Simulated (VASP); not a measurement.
The system is BiB.

```
B Bi
1.0
     0.00000    4.88442    3.02694
     1.74905    0.00000    3.02694
     1.74905    4.88442    0.00000
B Bi
1 1
Direct
  0.00005 0.00005 0.99995
  0.66665 0.66665 0.33335
```

```yaml
Program: VASP 6.6.1
Task: relaxation of cell and atoms
Functional: LDA
Potentials_or_basis: VASP PAW LDA potentials, release 64 (B, Bi_d)
Cutoff: 600 eV
k_mesh: 8 × 8 × 8
Occupations: gaussian, width 0.1 eV
Spin: no spin polarisation
```

At the start: pressure 21.9 GPa; volume 25.86 Å³/atom.

Q: Where does the relaxation end?

A: Over 16 steps the energy falls by 457.3 meV/atom and the volume is 23.79 Å³/atom (-8.0 %); space group Fmm2 (No. 42, to 0.05 Å).

Step by step:
```csv
step,energy change (eV),largest force (eV/Å),pressure (GPa),volume (Å³)
1,0.0000,0.0305,21.91,51.72
2,0.3294,0.0447,-8.53,81.45
3,-0.8391,0.0054,-1.77,62.53
4,-0.8467,0.0051,-0.77,61.70
5,-0.8475,0.0050,-0.32,61.35
6,-0.8502,0.0045,-0.34,60.90
7,-0.8583,0.0333,-0.33,59.54
8,-0.8753,0.0852,-0.36,56.83
9,-0.9064,0.1279,-0.22,51.41
10,-0.8229,0.2130,3.54,40.56
11,-0.9116,0.1228,-0.14,49.89
12,-0.9138,0.1103,0.17,47.74
13,-0.8901,0.6629,-1.25,47.50
14,-0.9144,0.0036,-0.11,47.71
15,-0.9101,0.0174,0.25,47.06
16,-0.9147,0.0057,-0.05,47.58
```

Final structure:
```xyz
2
Lattice="0.0000 3.7681 3.2907 1.9187 0.0000 3.2907 1.9187 3.7681 0.0000" Properties=species:S:1:pos:R:3 pbc="T T T"
B     1.9187    3.7681    0.0008
Bi    1.9187    3.7681    4.3871
```

Caveat: the relaxation stopped at a loose force limit of 0.05 eV/Å, so its end isn't a converged minimum.
